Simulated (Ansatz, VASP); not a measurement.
## Two plane-wave programs on AlN

```xyz
2
Lattice="0.0000 2.0351 2.0351 2.0351 0.0000 2.0351 2.0351 2.0351 0.0000" Properties=species:S:1:pos:R:3 pbc="T T T"
Al    0.0000    0.0000    0.0000
N     2.0351    2.0351    2.0351
```

Alike in both runs: functional PBE; k mesh 10 × 10 × 10; occupations gaussian, width 0.02 eV; no spin polarisation.

Ansatz relaxed the structure, and its values are those at the end. VASP's run is a single point on that final structure, the one shown.

```csv
,VASP,Ansatz
version,VASP 6.6.1,Ansatz 0.2.0
potentials or method,"VASP PAW PBE potentials, release 64 (Al, N), cutoff 520 eV","scalar-relativistic, plane waves, PAW"
valence electrons in the cell,8,8
```

|  | VASP | Ansatz | Ansatz less VASP |
| --- | --- | --- | --- |
| gap on the k mesh at the Fermi level (eV) | 4.41 | 4.44 | +0.022 |
| least direct gap on the mesh (eV) | 5.39 | 5.38 | -0.010 |
| pressure (GPa) | -0.2 | 0.1 | +0.27 |
